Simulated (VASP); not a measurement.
# Cu5Sn (P4/mmm) in VASP: single point with PBE

Aim: the single point of Cu5Sn with PBE.

Everything below comes from runs of VASP 6.6.1. Logs are shortened: lines on timing, memory, paths and dates and some standing lists are left out, and cuts for length are marked.

**1. The cell of the first run**

The structure is tetragonal, space group P4/mmm (No. 123). Conventional cell: a = 3.111 Å, b = 3.111 Å, c = 8.751 Å, α = 90.00°, β = 90.00°, γ = 90.00°. Cu (site symmetry 4mm) has 9 Cu at 2.54 to 3.11 Å and 4 Sn at 2.85 Å within 3.3 Å. Cu (site symmetry 4mm) has 13 Cu at 2.54 to 3.11 Å and 1 Sn at 3.08 Å within 3.3 Å. Cu (site symmetry 4/mmm) has 14 Cu at 2.55 to 3.11 Å within 3.4 Å. Sn (site symmetry 4/mmm) has 10 Cu at 2.85 to 3.08 Å and 4 Sn at 3.11 Å within 3.8 Å.

**2. Single point, PBE**

The input, INCAR:

```
ALGO = Fast
EDIFF = 1E-6
ENCUT = 520
GGA = PE
ISIF = 2
ISMEAR = -1
LASPH = T
LCHARG = F
LREAL = F
LWAVE = F
NBANDS = 44
NELM = 100
PREC = Accurate
SIGMA = 0.15
```

The input, KPOINTS:

```
k-points
0
Gamma
  12 12 6
```

The input, POSCAR:

```
Cu5Sn
1.0
    3.1109331889      0.0000000000      0.0000000000
    0.0000000000      3.1109331889      0.0000000000
    0.0000000000      0.0000000000      8.7506734130
Cu Sn
5 1
Direct
    0.0000000000      0.0000000000      0.7073923308
    0.5000000000      0.5000000000      0.8515445945
    0.0000000000      0.0000000000      0.0000000000
    0.5000000000      0.5000000000      0.1484554055
    0.0000000000      0.0000000000      0.2926076692
    0.5000000000      0.5000000000      0.5000000000
```

Potentials or basis: VASP PAW PBE potentials, release 64 (Cu, Sn_d).

Command:

```sh
$ cat potpaw_PBE.64/Cu/POTCAR potpaw_PBE.64/Sn_d/POTCAR > POTCAR
$ mpirun -np 1 vasp_std > vasp.out
```

OUTCAR:

```text
EDIFF = 1E-6
   ENCUT = 520
   GGA = PE
   ISIF = 2
   ISMEAR = -1
   LASPH = T
   LREAL = F
   NELM = 100
   PREC = Accurate

 ion  position               nearest neighbor table
   1  0.000  0.000  0.707-   2 2.54   2 2.54   2 2.54   2 2.54   3 2.56   6 2.85   6 2.85   6 2.85
                             6 2.85
   2  0.500  0.500  0.852-   1 2.54   1 2.54   1 2.54   1 2.54   3 2.55   3 2.55   3 2.55   3 2.55
                             4 2.60   6 3.08
   3  0.000  0.000  0.000-   2 2.55   4 2.55   2 2.55   4 2.55   2 2.55   4 2.55   2 2.55   4 2.55
                             1 2.56   5 2.56
   4  0.500  0.500  0.148-   5 2.54   5 2.54   5 2.54   5 2.54   3 2.55   3 2.55   3 2.55   3 2.55
                             2 2.60   6 3.08
   5  0.000  0.000  0.293-   4 2.54   4 2.54   4 2.54   4 2.54   3 2.56   6 2.85   6 2.85   6 2.85
                             6 2.85
   6  0.500  0.500  0.500-   1 2.85   5 2.85   1 2.85   5 2.85   1 2.85   5 2.85   1 2.85   5 2.85
                             4 3.08   2 3.08

  LATTYP: Found a simple tetragonal cell.
 ALAT       =     3.1109331889
 C/A-ratio  =     2.8128773206

  Lattice vectors:

 A1 = (   3.1109331889,   0.0000000000,   0.0000000000)
 A2 = (   0.0000000000,   3.1109331889,   0.0000000000)
 A3 = (   0.0000000000,   0.0000000000,   8.7506734130)

Analysis of symmetry for initial positions (statically):
=====================================================================
 Subroutine PRICEL returns:
 Original cell was already a primitive cell.

 Routine SETGRP: Setting up the symmetry group for a
 simple tetragonal supercell.

 Subroutine GETGRP returns: Found 16 space group operations
 (whereof 16 operations were pure point group operations)
 out of a pool of 16 trial point group operations.

The static configuration has the point symmetry D_4h.

Analysis of symmetry for dynamics (positions and initial velocities):
=====================================================================
 Subroutine PRICEL returns:
 Original cell was already a primitive cell.

 Routine SETGRP: Setting up the symmetry group for a
 simple tetragonal supercell.

 Subroutine GETGRP returns: Found 16 space group operations
 (whereof 16 operations were pure point group operations)
 out of a pool of 16 trial point group operations.

The dynamic configuration has the point symmetry D_4h.

 Subroutine INISYM returns: Found 16 space group operations
 (whereof 16 operations are pure point group operations),
 and found     1 'primitive' translations

----------------------------------------------------------------------------------------

                                     Primitive cell

  volume of cell :      84.6882

  direct lattice vectors                    reciprocal lattice vectors
     3.110933189  0.000000000  0.000000000     0.321446955  0.000000000  0.000000000
     0.000000000  3.110933189  0.000000000     0.000000000  0.321446955  0.000000000
     0.000000000  0.000000000  8.750673413     0.000000000  0.000000000  0.114276919

  length of vectors
     3.110933189  3.110933189  8.750673413     0.321446955  0.321446955  0.114276919

  position of ions in fractional coordinates (direct lattice)
     0.000000000  0.000000000  0.707392331
     0.500000000  0.500000000  0.851544594
     0.000000000  0.000000000  0.000000000
     0.500000000  0.500000000  0.148455406
     0.000000000  0.000000000  0.292607669
     0.500000000  0.500000000  0.500000000

  ion indices of the primitive-cell ions
   primitive index   ion index
                 1           1
                 2           2
                 3           3
                 4           4
                 5           5
                 6           6

----------------------------------------------------------------------------------------

 KPOINTS: k-points

Automatic generation of k-mesh.
 Grid dimensions read from file:
 generate k-points for:   12   12    6

 Generating k-lattice:

  Cartesian coordinates                     Fractional coordinates (reciprocal lattice)
     0.026787246  0.000000000  0.000000000     0.083333333  0.000000000  0.000000000
     0.000000000  0.026787246  0.000000000     0.000000000  0.083333333  0.000000000
     0.000000000  0.000000000  0.019046153     0.000000000  0.000000000  0.166666667

  Length of vectors
     0.026787246  0.026787246  0.019046153

  Shift w.r.t. Gamma in fractional coordinates (k-lattice)
     0.000000000  0.000000000  0.000000000

 Subroutine IBZKPT returns following result:
 ===========================================

 Found    112 irreducible k-points:

 Following reciprocal coordinates:
            Coordinates               Weight
  0.000000  0.000000  0.000000      1.000000
  0.083333  0.000000  0.000000      4.000000
  0.166667  0.000000  0.000000      4.000000
  0.250000  0.000000  0.000000      4.000000
  0.333333  0.000000  0.000000      4.000000
  0.416667  0.000000  0.000000      4.000000
[... 16 lines left out ...]
  0.333333  0.333333  0.000000      4.000000
  0.416667  0.333333  0.000000      8.000000
 [... further k-points ...]
   k-points           NKPTS =    112   k-points in BZ     NKDIM =    112   number of bands    NBANDS=     44
   number of dos      NEDOS =    301   number of ions     NIONS =      6
   total plane-waves  NPLWV =  40320
   dimension x,y,z NGX =    24 NGY =   24 NGZ =   70
   dimension x,y,z NGXF=    48 NGYF=   48 NGZF=  140
   ions per type =               5   1
   NGX,Y,Z   is equivalent  to a cutoff of  12.83, 12.83, 13.30 a.u.
   NGXF,Y,Z  is equivalent  to a cutoff of  25.65, 25.65, 26.60 a.u.
 SYSTEM =  unknown system
   PREC   = accura    normal or accurate (medium, high low for compatibility)
   ISTART =      0    job   : 0-new  1-cont  2-samecut
   ICHARG =      2    charge: 1-file 2-atom 10-const
   ISPIN  =      1    spin polarized calculation?
   LNONCOLLINEAR =      F non collinear calculations
   LSORBIT =      F    spin-orbit coupling
   LASPH  =      T    aspherical Exc in radial PAW
   ENCUT  =  520.0 eV  38.22 Ry    6.18 a.u.   5.78  5.78 16.27*2*pi/ulx,y,z
   NELM   =    100;   NELMIN=  2; NELMDL= -5     # of ELM steps
   EDIFF  = 0.1E-05   stopping-criterion for ELM
   LREAL  =      F    real-space projection
   EDIFFG = 0.1E-04   stopping-criterion for IOM
   NSW    =      0    number of steps for IOM
   IBRION =     -1    ionic relax: 0-MD 1-quasi-New 2-CG
   NFREE  =      0    steps in history (QN), initial steepest desc. (CG)
   ISIF   =      2    stress and relaxation
   ISYM   =      2    0-nonsym 1-usesym 2-fastsym
   POTIM  = 0.5000    time-step for ionic-motion
   TEBEG  =    0.0;   TEEND  =   0.0 temperature during run
   PSTRESS=    0.0 pullay stress
   NELECT =      69.0000    total number of electrons
   NUPDOWN=      -1.0000    fix difference up-down
   EMIN   =  10.00;   EMAX   =-10.00  energy-range for DOS
   EFERMI =   0.00;   METHOD = LEGACY
   ISMEAR =    -1;   SIGMA  =   0.15  broadening in eV -4-tet -1-fermi 0-gaus
   EFERMI_NEDOS =   21; number of points for ismear=-14 and -15
   IALGO  =     68    algorithm
   IMIX   =      4    mixing-type and parameters
     AMIX     =   0.40;   BMIX     =  1.00
     AMIX_MAG =   1.60;   BMIX_MAG =  1.00
  volume/ion in A,a.u.               =      14.11        95.25
  Fermi-wavevector in a.u.,A,eV,Ry     =   1.529033  2.889454 31.809639  2.337943
  Thomas-Fermi vector in A             =   2.636710
   LORBIT       =      0    0 simple, 1 ext, 2 COOP (PROOUT), +10 PAW based schemes
   GGA     = PE    functional components
   LHFCALC =     F    Hartree Fock is set to
   AEXX    =    0.0000 exact exchange contribution
   IVDW    =     0    specifies the selected vdW correction
   LEPSILON=     F    determine dielectric tensor
   LRPA    =     F    only Hartree local field effects (RPA)
 non-spin polarized calculation
 RMM-DIIS sequential band-by-band and
  energy-cutoff  :      520.00
  volume of cell :       84.69
 maximum number of plane-waves:      2304
 NGX is ok and might be reduce to    24
   NGX = 11   NGY = 11   NGZ = 33

 number of electron      68.9999966 magnetization

 Free energy of the ion-electron system (eV)
  ---------------------------------------------------
  ext. energy  EPLUGINS =         0.00000000
  ---------------------------------------------------
  free energy    TOTEN  =       -22.02679744 eV

  energy without entropy =      -21.87911388  energy(sigma->0) =      -21.95295566

 E-fermi :   8.0225     XC(G=0): -12.1276

 val. band max:        7.9984625549   @ k =   0.2500   0.1667   0.0000
 cond. band min:       8.0242201752   @ k =   0.4167   0.3333   0.3333
 fundamental gap:      0.0257576203
 Fermi energy:         8.0224599212

 k-point     1 :       0.0000    0.0000    0.0000
  band No.  band energies     occupation
      1     -13.8311      2.00000
      2     -13.6311      2.00000
      3     -13.5083      2.00000
      4     -13.5083      2.00000
      5     -13.4952      2.00000
      6      -3.1447      2.00000
[... 36 lines left out ...]
     43      16.5014      0.00000
     44      16.5401      0.00000

 k-point     2 :       0.0833    0.0000    0.0000
  band No.  band energies     occupation
      1     -13.8173      2.00000
      2     -13.6241      2.00000
      3     -13.5166      2.00000
      4     -13.5076      2.00000
      5     -13.5017      2.00000
      6      -3.0352      2.00000
[... 36 lines left out ...]
     43      16.5818      0.00000
     44      18.0025      0.00000

 k-point     3 :       0.1667    0.0000    0.0000
  band No.  band energies     occupation
      1     -13.7836      2.00000
      2     -13.6011      2.00000
      3     -13.5389      2.00000
      4     -13.5193      2.00000
      5     -13.5057      2.00000
      6      -2.7070      2.00000
[... 36 lines left out ...]
     43      16.9560      0.00000
     44      18.7303      0.00000

 k-point     4 :       0.2500    0.0000    0.0000
  band No.  band energies     occupation
      1     -13.7484      2.00000
      2     -13.5693      2.00000
      3     -13.5585      2.00000
      4     -13.5433      2.00000
      5     -13.5031      2.00000
      6      -2.1628      2.00000
[... 882 lines left out ...]
     43      14.8752      0.00000
     44      15.0977      0.00000

 k-point    23 :       0.3333    0.3333    0.0000
  band No.  band energies     occupation
      1     -13.6617      2.00000
      2     -13.5890      2.00000
      3     -13.5856      2.00000
      4     -13.4961      2.00000
      5     -13.4936      2.00000
      6       0.2155      2.00000
[... 36 lines left out ...]
     43      15.5125      0.00000
     44      16.1127      0.00000

 k-point    24 :       0.4167    0.3333    0.0000
  band No.  band energies     occupation
      1     -13.6843      2.00000
      2     -13.6082      2.00000
      3     -13.5844      2.00000
      4     -13.4934      2.00000
      5     -13.4374      2.00000
      6       1.0172      2.00000
[... 36 lines left out ...]
     43      14.3809      0.00000
     44      14.5697      0.00000

 [... further k-points ...]
[... 5 lines left out ...]
  --------------------------------------------------------------------------------------
  -------------------------------------------------------------------------------------
  Total        0.1069979      0.1069979      0.1418813      0.0000000     -0.0000000      0.0000000
  in kB        2.0242447      2.0242447      2.6841878      0.0000000     -0.0000000      0.0000000
  external PRESSURE =       2.2442257 kB  Pullay stress =       0.0000000 kB

 VOLUME and BASIS-vectors are now :
 -----------------------------------------------------------------------------
  energy-cutoff  :      520.00
  volume of cell :       84.69
      direct lattice vectors                 reciprocal lattice vectors
     3.110933189  0.000000000  0.000000000     0.321446955  0.000000000  0.000000000
     0.000000000  3.110933189  0.000000000     0.000000000  0.321446955  0.000000000
     0.000000000  0.000000000  8.750673413     0.000000000  0.000000000  0.114276919

 POSITION                                       TOTAL-FORCE (eV/Angst)
 -----------------------------------------------------------------------------------
      0.00000      0.00000      6.19016         0.000000      0.000000     -0.010749
      1.55547      1.55547      7.45159        -0.000000     -0.000000     -0.004110
      0.00000      0.00000      0.00000        -0.000000      0.000000     -0.000000
      1.55547      1.55547      1.29908         0.000000     -0.000000      0.004110
      0.00000      0.00000      2.56051        -0.000000      0.000000      0.010749
      1.55547      1.55547      4.37534        -0.000000      0.000000     -0.000000
 -----------------------------------------------------------------------------------
    total drift:                                0.000000     -0.000000      0.000000

  FREE ENERGIE OF THE ION-ELECTRON SYSTEM (eV)
  ---------------------------------------------------
  free  energy   TOTEN  =       -22.0267974362 eV

  energy  without entropy=      -21.8791138780  energy(sigma->0) =      -21.95295566
```

It took 6.8 min on 1 thread of Intel Xeon Platinum 8124M at 3.00GHz (Skylake/Cascade Lake), shared host; peak memory 0.43 GiB.

What came out:

```yaml
Free_energy: -22.0268 eV
Pressure: 0.2 GPa
Largest_force: 0.011 eV/Å
```

Forces on the atoms (eV/Å):
```
Cu   0.000  0.000 -0.011
Cu   0.000  0.000 -0.004
Cu   0.000  0.000  0.000
Cu   0.000  0.000  0.004
Cu   0.000  0.000  0.011
Sn   0.000  0.000  0.000
```

Caveat: spin-orbit coupling is left out, which moves the levels of the heavy elements.
